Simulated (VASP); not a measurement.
Runs of VASP 6.6.1 on Sr2TeO. The structure is that of space group P4/mmm (No. 123), or close to it. The cells are those of the table. 

| level | cell | smearing | gap on the mesh (eV) | pressure (GPa) |
| --- | --- | --- | --- | --- |
| PBE | a = 4.220, b = 4.220, c = 6.172 Å, 4 atoms | fermi-dirac 0.02 eV | 1.34 | (a) |
| PBE | a = 4.280, b = 4.280, c = 6.207 Å, 4 atoms | fermi-dirac 0.02 eV | 1.39 | (c) |
| r2SCAN | a = 4.220, b = 4.220, c = 6.172 Å, 4 atoms | gaussian 0.01 eV | 1.73 | 3.5 |
| r2SCAN | a = 4.280, b = 4.280, c = 6.207 Å, 4 atoms | gaussian 0.01 eV | 1.78 | (b) |

Alike in all rows: task single point; potentials or basis VASP PAW PBE potentials, release 64 (O, Sr_sv, Te); no spin polarisation; k mesh 6 × 6 × 4; cutoff (eV) 520.

Question: Fill in the values left out.

Answer: (a) 3.9; (b) 1.6; (c) 2.1.

Caveats: spin-orbit coupling is left out, which moves the levels of the heavy elements; the PAW data sets were made with another functional, which shifts forces and pressure a little (some runs).

A k mesh can miss the band edges, and the runs leave out spin-orbit coupling on Sr, Te.
